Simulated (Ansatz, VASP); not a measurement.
Given: the input of a run of Ansatz 0.2.0 on SiC.

The input input.yaml:

```yaml
crystal:
  lattice:
    - [0.0, 2.179, 2.179]
    - [2.179, 0.0, 2.179]
    - [2.179, 2.179, 0.0]
  atoms:
    - { symbol: Si, position: [0.0, 0.0, 0.0] }
    - { symbol: C, position: [0.75, 0.75, 0.75] }
hamiltonian:
  xc: { exchange: pbe, correlation: pbe, exx: { coeff: 0.25, omega: 0.3 } }
  pseudopotentials: { kind: paw }
kpoints:
  mp_grid: { grid: [7, 7, 7] }
scf:
  occupations: { method: gaussian, width: 0.025 }
output:
  forces: true
  stress: true
  eigenvalues: true
  efg: {}
basis:
  xc_grid: 3
```

Potentials or basis: Ansatz PAW.

Run with:

```console
$ ansatz run input.yaml --threads 1 --pin off --max-ram 2560MiB --backend cpu --events-out ev --progress --plain --runs-dir out
```

Q: Set up the same calculation for VASP 6.6.1. Potentials there: VASP PAW PBE potentials, release 64 (Si, C).

A: As run (the cutoff follows the program's own potentials):

POSCAR

```
SiC
1.0
    0.0000000000      2.1790000000      2.1790000000
    2.1790000000      0.0000000000      2.1790000000
    2.1790000000      2.1790000000      0.0000000000
Si C
1 1
Direct
    0.0000000000      0.0000000000      0.0000000000
    0.7500000000      0.7500000000      0.7500000000
```

File INCAR.step1:

```
SYSTEM = SiC
ALGO     = Normal         ! electronic algorithm
EDIFF    = 1E-5           ! SCF threshold, eV
ENCUT    = 520            ! plane-wave cutoff, eV
GGA      = PE             ! functional
ISIF     = 2              ! what is computed and relaxed
ISMEAR   = 0              ! smearing method
LASPH    = .True.         ! aspherical terms in the spheres
LCHARG   = .False.        ! write CHGCAR
LREAL    = .False.        ! projectors in reciprocal space
LWAVE    = .True.         ! write WAVECAR
NBANDS   = 11             ! bands
NELM     = 60             ! most SCF steps
PREC     = Accurate       ! precision mode
SIGMA    = 0.025          ! smearing width, eV
```

The input INCAR.step2:

```
SYSTEM = SiC
AEXX     = 0.25           ! exact-exchange fraction
ALGO     = Normal         ! electronic algorithm
EDIFF    = 1E-8           ! SCF threshold, eV
ENCUT    = 520            ! plane-wave cutoff, eV
GGA      = PE             ! functional
HFSCREEN = 0.3            ! screening, 1/A
ISIF     = 2              ! what is computed and relaxed
ISMEAR   = 0              ! smearing method
ISTART   = 1            
LASPH    = .True.         ! aspherical terms in the spheres
LCHARG   = .False.        ! write CHGCAR
LEFG     = .True.       
LHFCALC  = .True.         ! exact exchange
LREAL    = .False.        ! projectors in reciprocal space
LWAVE    = .False.        ! write WAVECAR
NBANDS   = 11             ! bands
NELM     = 60             ! most SCF steps
PREC     = Accurate       ! precision mode
PRECFOCK = Normal       
SIGMA    = 0.025          ! smearing width, eV
```

File KPOINTS:

```
k-points
0
Gamma
  7 7 7
  0 0 0
```

Potentials or basis: VASP PAW PBE potentials, release 64 (Si, C).

The run is started by

```bash
$ cat potpaw_PBE.64/Si/POTCAR potpaw_PBE.64/C/POTCAR > POTCAR
$ cp INCAR.step1 INCAR
$ mpirun -np 1 vasp_std > vasp.out
$ cp INCAR.step2 INCAR
$ mpirun -np 1 vasp_std > vasp.out
```

Both were run:

|  | VASP | Ansatz | Ansatz less VASP |
| --- | --- | --- | --- |
| gap on the k mesh at the Fermi level (eV) | 2.29 | 2.28 | -0.003 |
| least direct gap on the mesh (eV) | 5.64 | 5.63 | -0.010 |
| pressure (GPa) | -1.4 | -1.1 | +0.34 |

VASP's potentials were made for PBE, not for PBE-based screened hybrid.

Noted on Ansatz's run: odd divisions of the mesh miss points on the zone boundary, where band edges often lie, so the gap on the mesh can be too wide.
